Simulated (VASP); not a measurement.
# Si3F4 (F-43m) in VASP: relaxation of cell and atoms with PBE

Aim: the relaxation of cell and atoms of Si3F4 with PBE.

All numbers are computed with VASP 6.6.1; they aren't measurements. Logs are shortened: lines on timing, memory, paths and dates and some standing lists are left out, and cuts for length are marked.

## (1) The cell of the first run

The structure is cubic, space group F-43m (No. 216). Conventional cell: a = 7.661 Å, b = 7.661 Å, c = 7.661 Å, α = 90.00°, β = 90.00°, γ = 90.00°. Within 4.2 Å of Si (site symmetry -43m) lie 12 F at 3.16 Å and 8 Si at 3.32 Å. Si (site symmetry -43m) has 4 F at 1.58 Å within 2.1 Å. Within 4.2 Å of Si (site symmetry -43m) lie 12 F at 3.19 Å and 10 Si at 3.32 to 3.83 Å. F (site symmetry 3m) has 1 Si at 1.58 Å within 2.1 Å.

The cell was generated, and may not be a known phase.

## (2) Relaxation of cell and atoms, PBE

INCAR reads:

```
SYSTEM = Si3F4
PREC = Accurate
ENCUT = 600
EDIFF = 1E-7
ISMEAR = 0
SIGMA = 0.1
LREAL = .FALSE.
LASPH = .TRUE.
NELM = 100
ALGO = Normal
ISIF = 3
LWAVE = .FALSE.
LCHARG = .FALSE.
GGA = PE
IBRION = 2
NSW = 100
EDIFFG = -0.01
```

KPOINTS reads:

```
regular mesh
0
G
  8 8 8
  0 0 0
```

POSCAR reads:

```
Si3F4
1.0
    0.0000000000      3.8305726005      3.8305726005
    3.8305726005      0.0000000000      3.8305726005
    3.8305726005      3.8305726005      0.0000000000
Si F
3 4
Direct
    0.2500000000      0.2500000000      0.2500000000
    0.0000000000      0.0000000000      0.0000000000
    0.5000000000      0.5000000000      0.5000000000
    0.8807912804      0.3576261589      0.8807912804
    0.8807912804      0.8807912804      0.8807912804
    0.3576261589      0.8807912804      0.8807912804
    0.8807912804      0.8807912804      0.3576261589
```

Potentials or basis: VASP PAW PBE potentials, release 64 (Si, F).

Launch:

```bash
$ cat potpaw_PBE.64/Si/POTCAR potpaw_PBE.64/F/POTCAR > POTCAR
$ mpirun -np 1 vasp_std > vasp.out
```

OUTCAR:

```text
SYSTEM = Si3F4
   PREC = Accurate
   ENCUT = 600
   EDIFF = 1E-7
   ISMEAR = 0
   LREAL = .FALSE.
   LASPH = .TRUE.
   NELM = 100
   ISIF = 3
   GGA = PE
   IBRION = 2
   NSW = 100
   EDIFFG = -0.01

 ion  position               nearest neighbor table
   1  0.250  0.250  0.250-
   2  0.000  0.000  0.000-   5 1.58   4 1.58   6 1.58   7 1.58
   3  0.500  0.500  0.500-
   4  0.881  0.358  0.881-   2 1.58
   5  0.881  0.881  0.881-   2 1.58
   6  0.358  0.881  0.881-   2 1.58
   7  0.881  0.881  0.358-   2 1.58

  LATTYP: Found a face centered cubic cell.
 ALAT       =     7.6611452010

  Lattice vectors:

 A1 = (   0.0000000000,   3.8305726005,   3.8305726005)
 A2 = (   3.8305726005,   0.0000000000,   3.8305726005)
 A3 = (   3.8305726005,   3.8305726005,   0.0000000000)

Analysis of symmetry for initial positions (statically):
=====================================================================
 Subroutine PRICEL returns:
 Original cell was already a primitive cell.

 Routine SETGRP: Setting up the symmetry group for a
 face centered cubic supercell.

 Subroutine GETGRP returns: Found 24 space group operations
 (whereof 24 operations were pure point group operations)
 out of a pool of 48 trial point group operations.

The static configuration has the point symmetry T_d .

Analysis of symmetry for dynamics (positions and initial velocities):
=====================================================================
 Subroutine PRICEL returns:
 Original cell was already a primitive cell.

 Routine SETGRP: Setting up the symmetry group for a
 face centered cubic supercell.

 Subroutine GETGRP returns: Found 24 space group operations
 (whereof 24 operations were pure point group operations)
 out of a pool of 48 trial point group operations.

The dynamic configuration has the point symmetry T_d .

 Subroutine INISYM returns: Found 24 space group operations
 (whereof 24 operations are pure point group operations),
 and found     1 'primitive' translations

----------------------------------------------------------------------------------------

                                     Primitive cell

  volume of cell :     112.4142

  direct lattice vectors                    reciprocal lattice vectors
     0.000000000  3.830572601  3.830572601    -0.130528788  0.130528788  0.130528788
     3.830572601  0.000000000  3.830572601     0.130528788 -0.130528788  0.130528788
     3.830572601  3.830572601  0.000000000     0.130528788  0.130528788 -0.130528788

  length of vectors
     5.417247723  5.417247723  5.417247723     0.226082493  0.226082493  0.226082493

  position of ions in fractional coordinates (direct lattice)
     0.250000000  0.250000000  0.250000000
     0.000000000  0.000000000  0.000000000
     0.500000000  0.500000000  0.500000000
     0.880791280  0.357626159  0.880791280
     0.880791280  0.880791280  0.880791280
     0.357626159  0.880791280  0.880791280
     0.880791280  0.880791280  0.357626159

  ion indices of the primitive-cell ions
   primitive index   ion index
                 1           1
                 2           2
                 3           3
                 4           4
                 5           5
                 6           6
                 7           7

----------------------------------------------------------------------------------------

 KPOINTS: regular mesh

Automatic generation of k-mesh.
 Grid dimensions read from file:
 generate k-points for:    8    8    8

 Generating k-lattice:

  Cartesian coordinates                     Fractional coordinates (reciprocal lattice)
    -0.016316099  0.016316099  0.016316099     0.125000000  0.000000000  0.000000000
     0.016316099 -0.016316099  0.016316099     0.000000000  0.125000000  0.000000000
     0.016316099  0.016316099 -0.016316099     0.000000000  0.000000000  0.125000000

  Length of vectors
     0.028260312  0.028260312  0.028260312

  Shift w.r.t. Gamma in fractional coordinates (k-lattice)
     0.000000000  0.000000000  0.000000000

 Subroutine IBZKPT returns following result:
 ===========================================

 Found     29 irreducible k-points:

 Following reciprocal coordinates:
            Coordinates               Weight
  0.000000  0.000000  0.000000      1.000000
  0.125000  0.000000  0.000000      8.000000
  0.250000  0.000000  0.000000      8.000000
  0.375000  0.000000  0.000000      8.000000
  0.500000  0.000000  0.000000      4.000000
  0.125000  0.125000  0.000000      6.000000
[... 16 lines left out ...]
  0.500000  0.250000  0.125000     48.000000
 -0.375000  0.250000  0.125000     24.000000
 [... further k-points ...]
   k-points           NKPTS =     29   k-points in BZ     NKDIM =     29   number of bands    NBANDS=     24
   number of dos      NEDOS =    301   number of ions     NIONS =      7
   total plane-waves  NPLWV = 110592
   dimension x,y,z NGX =    48 NGY =   48 NGZ =   48
   dimension x,y,z NGXF=    96 NGYF=   96 NGZF=   96
   ions per type =               3   4
   NGX,Y,Z   is equivalent  to a cutoff of  14.73, 14.73, 14.73 a.u.
   NGXF,Y,Z  is equivalent  to a cutoff of  29.46, 29.46, 29.46 a.u.
 SYSTEM =  Si3F4
   PREC   = accura    normal or accurate (medium, high low for compatibility)
   ISTART =      0    job   : 0-new  1-cont  2-samecut
   ICHARG =      2    charge: 1-file 2-atom 10-const
   ISPIN  =      1    spin polarized calculation?
   LNONCOLLINEAR =      F non collinear calculations
   LSORBIT =      F    spin-orbit coupling
   LASPH  =      T    aspherical Exc in radial PAW
   ENCUT  =  600.0 eV  44.10 Ry    6.64 a.u.  10.82 10.82 10.82*2*pi/ulx,y,z
   NELM   =    100;   NELMIN=  2; NELMDL= -5     # of ELM steps
   EDIFF  = 0.1E-06   stopping-criterion for ELM
   LREAL  =      F    real-space projection
   EDIFFG = -.1E-01   stopping-criterion for IOM
   NSW    =    100    number of steps for IOM
   IBRION =      2    ionic relax: 0-MD 1-quasi-New 2-CG
   NFREE  =      1    steps in history (QN), initial steepest desc. (CG)
   ISIF   =      3    stress and relaxation
   ISYM   =      2    0-nonsym 1-usesym 2-fastsym
   POTIM  = 0.5000    time-step for ionic-motion
   TEBEG  =    0.0;   TEEND  =   0.0 temperature during run
   PSTRESS=    0.0 pullay stress
   NELECT =      40.0000    total number of electrons
   NUPDOWN=      -1.0000    fix difference up-down
   EMIN   =  10.00;   EMAX   =-10.00  energy-range for DOS
   EFERMI =   0.00;   METHOD = LEGACY
   ISMEAR =     0;   SIGMA  =   0.10  broadening in eV -4-tet -1-fermi 0-gaus
   EFERMI_NEDOS =   21; number of points for ismear=-14 and -15
   IALGO  =     38    algorithm
   IMIX   =      4    mixing-type and parameters
     AMIX     =   0.40;   BMIX     =  1.00
     AMIX_MAG =   1.60;   BMIX_MAG =  1.00
  volume/ion in A,a.u.               =      16.06       108.37
  Fermi-wavevector in a.u.,A,eV,Ry     =   1.160080  2.192233 18.310513  1.345785
  Thomas-Fermi vector in A             =   2.296666
   LORBIT       =      0    0 simple, 1 ext, 2 COOP (PROOUT), +10 PAW based schemes
   GGA     = PE    functional components
   LHFCALC =     F    Hartree Fock is set to
   AEXX    =    0.0000 exact exchange contribution
   IVDW    =     0    specifies the selected vdW correction
   LEPSILON=     F    determine dielectric tensor
   LRPA    =     F    only Hartree local field effects (RPA)
 conjugate gradient relaxation of ions
 non-spin polarized calculation
 Gauss-broadening in eV      SIGMA  =   0.10
  energy-cutoff  :      600.00
  volume of cell :      112.41
 maximum number of plane-waves:      3812
 NGX is ok and might be reduce to    48
   NGX = 21   NGY = 21   NGZ = 21

--------------------------------------- Ionic step        1  -------------------------------------------

 number of electron      40.0000006 magnetization

 Free energy of the ion-electron system (eV)
  ---------------------------------------------------
  ext. energy  EPLUGINS =         0.00000000
  ---------------------------------------------------
  free energy    TOTEN  =       -32.80469511 eV

  energy without entropy =      -32.79518192  energy(sigma->0) =      -32.79993851

------------------------ aborting loop because EDIFF is reached ----------------------------------------

  FORCE on cell =-STRESS in cart. coord.  units (eV):
  Direction    XX          YY          ZZ          XY          YZ          ZX
  --------------------------------------------------------------------------------------
  -------------------------------------------------------------------------------------
  Total        0.1668915      0.1668915      0.1668915      0.0000000      0.0000000      0.0000000
  in kB        2.3786121      2.3786121      2.3786121      0.0000000      0.0000000      0.0000000
  external PRESSURE =       2.3786121 kB  Pullay stress =       0.0000000 kB
[... 149 lines left out ...]
  energy  without entropy=      -32.7991993426  energy(sigma->0) =      -32.80395397

--------------------------------------- Ionic step        5  -------------------------------------------

 number of electron      40.0000014 magnetization

 Free energy of the ion-electron system (eV)
  ---------------------------------------------------
  ext. energy  EPLUGINS =         0.00000000
  ---------------------------------------------------
  free energy    TOTEN  =       -32.81073325 eV

  energy without entropy =      -32.80130904  energy(sigma->0) =      -32.80602115

 E-fermi :   3.4056     XC(G=0):  -9.2388

 val. band max:        3.3878848202   @ k =   0.1250   0.0000   0.0000
 cond. band min:       3.5453088192   @ k =   0.1250   0.1250   0.0000
 fundamental gap:      0.1574239990
 Fermi energy:         3.4055577018

 k-point     1 :       0.0000    0.0000    0.0000
  band No.  band energies     occupation
      1     -23.4897      2.00000
      2     -22.4875      2.00000
      3     -22.4875      2.00000
      4     -22.4875      2.00000
      5      -7.3943      2.00000
      6      -5.1923      2.00000
[... 637 lines left out ...]
     23       6.1994      0.00000
     24       6.6373      0.00000

 [... further k-points ...]

------------------------ aborting loop because EDIFF is reached ----------------------------------------

  FORCE on cell =-STRESS in cart. coord.  units (eV):
  Direction    XX          YY          ZZ          XY          YZ          ZX
  --------------------------------------------------------------------------------------
  -------------------------------------------------------------------------------------
  Total        0.0042989      0.0042989      0.0042989     -0.0000000      0.0000000      0.0000000
  in kB        0.0624025      0.0624025      0.0624025     -0.0000000      0.0000000      0.0000000
  external PRESSURE =       0.0624025 kB  Pullay stress =       0.0000000 kB
[... 22 lines left out ...]
  FREE ENERGIE OF THE ION-ELECTRON SYSTEM (eV)
  ---------------------------------------------------
  free  energy   TOTEN  =       -32.8107332515 eV

  energy  without entropy=      -32.8013090394  energy(sigma->0) =      -32.80602115

 reached required accuracy - stopping structural energy minimisation
```

Wall time 11 min (1 thread of AMD EPYC 7R43 (Zen 3), shared host); peak memory 0.33 GiB.

What came out:

```yaml
Free_energy: -32.8107 eV
Relaxed_volume: 15.77 Å³/atom
Relaxed_cell: a = 5.384 Å, b = 5.384 Å, c = 5.384 Å, α = 60.00°, β = 60.00°, γ = 60.00°
Space_group_after_relaxing_to_0.1_Å: F-43m (No. 216)
Energy_gained_by_relaxing: 0.9 meV/atom
Ionic_steps: 5
Pressure_after_relaxing: 0.0 GPa
Largest_force_after_relaxing: 0.005 eV/Å
Band_gap_on_the_k_mesh: zero (bands 20 and 21 overlap by 0.20 eV)
```

Forces in eV/Å, atoms in the order of the input:
```
Si   0.000  0.000  0.000
Si   0.000  0.000  0.000
Si   0.000  0.000  0.000
F    0.003 -0.003  0.003
F   -0.003 -0.003 -0.003
F   -0.003  0.003  0.003
F    0.003  0.003 -0.003
```

Step by step:
```csv
step,energy change (eV),largest force (eV/Å),pressure (GPa),volume (Å³)
1,0.0000,0.2390,0.24,112.41
2,0.0017,0.2486,-1.26,112.80
3,-0.0025,0.0227,-0.42,112.58
4,-0.0040,0.0184,-0.33,112.03
5,-0.0060,0.0054,0.01,110.37
```

Final structure:
```yaml
crystal:
  lattice:
    - [0.00000, 3.80724, 3.80724]
    - [3.80724, 0.00000, 3.80724]
    - [3.80724, 3.80724, 0.00000]
  atoms:
    - { symbol: Si, position: [0.25000, 0.25000, 0.25000] }
    - { symbol: Si, position: [0.00000, 0.00000, 0.00000] }
    - { symbol: Si, position: [0.50000, 0.50000, 0.50000] }
    - { symbol: F, position: [0.87962, 0.36115, 0.87962] }
    - { symbol: F, position: [0.87962, 0.87962, 0.87962] }
    - { symbol: F, position: [0.36115, 0.87962, 0.87962] }
    - { symbol: F, position: [0.87962, 0.87962, 0.36115] }
```

Levels at points of the mesh, in eV from the Fermi level:
```tsv
k point	band 17	band 18	band 19	band 20	band 21	band 22	band 23	band 24
(0.00, 0.00, 0.00)	-5.65	-4.09	-0.24	-0.24	-0.24	2.40	2.40	2.40
(0.50, 0.00, 0.00)	-5.44	-5.41	-0.32	-0.04	-0.04	2.52	2.52	3.34
(0.50, 0.50, 0.00)	-5.30	-5.14	-0.33	-0.33	0.90	1.53	3.14	3.14
```

The gap in the log of VASP goes by the Fermi energy; the results here count the filled bands.